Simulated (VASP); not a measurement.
NiMoIrPdW, 10 atoms in the cell. The structure is trigonal, space group P3m1 (No. 156). The conventional cell has a = 2.749 Å, b = 2.749 Å, c = 21.730 Å, α = 90.00°, β = 90.00°, γ = 120.00°. Ni (site symmetry 3m) has 9 Ni at 2.50 to 2.75 Å and 3 W at 2.56 Å within 3.3 Å. Within 3.3 Å of Ni (site symmetry 3m) lie 9 Ni at 2.50 to 2.75 Å and 3 Ir at 2.60 Å. Within 3.6 Å of Mo (site symmetry 3m) lie 3 Ir at 2.73 Å and 6 Mo at 2.75 Å and 3 Pd at 2.78 Å. Within 3.5 Å of Mo (site symmetry 3m) lie 3 Ir at 2.66 Å and 6 Mo at 2.75 Å and 3 Pd at 2.79 Å. Within 3.6 Å of Pd (site symmetry 3m) lie 6 Pd at 2.75 Å and 3 Mo at 2.78 Å and 3 W at 2.78 Å. Within 3.6 Å of Pd (site symmetry 3m) lie 6 Pd at 2.75 Å and 3 W at 2.78 Å and 3 Mo at 2.79 Å. Within 3.6 Å of Ir (site symmetry 3m) lie 3 Mo at 2.73 Å and 3 W at 2.75 Å and 6 Ir at 2.75 Å. Within 3.4 Å of Ir (site symmetry 3m) lie 3 Ni at 2.60 Å and 3 Mo at 2.66 Å and 6 Ir at 2.75 Å. 

| Quantity | Value |
| --- | --- |
| Program | VASP 6.6.1 |
| Task | single point |
| Functional | PBE |
| Dispersion | D4 |
| Potentials or basis | VASP PAW PBE potentials, release 64 (Ni, Mo_sv, Pd, Ir, W_sv) |
| Cutoff | 520 eV |
| k mesh | 8 × 8 × 1 |
| Occupations | fermi-dirac, width 0.05 eV |
| Spin | collinear spin, ferromagnetic start |
| Starting moments | [1.0, 1.0, 1.0, 1.0, 0.0, 0.0, 0.6, 0.6, 0.0, 0.0] μB |
| Dipole correction | no |
| Further INCAR settings | ALGO = Normal; EDIFF = 1e-07; NBANDS = 72 |

Potentials or basis: VASP PAW PBE potentials, release 64 (Ni, Mo_sv, Pd, Ir, W_sv).

Run with:

```console
$ cat potpaw_PBE.64/Ni/POTCAR potpaw_PBE.64/Mo_sv/POTCAR potpaw_PBE.64/Pd/POTCAR potpaw_PBE.64/Ir/POTCAR potpaw_PBE.64/W_sv/POTCAR > POTCAR
$ mpirun -np 1 vasp_std > vasp.out
```

Hardware: 1 thread of Oxide Virtual Turin-like Processor (shared host).

Question: How long does it take, and how much memory?

Answer: Wall time 19 min on 1 thread of Oxide Virtual Turin-like Processor, with other jobs on the host, peak memory 0.38 GiB. Counts: scf iterations 42, k points 10.
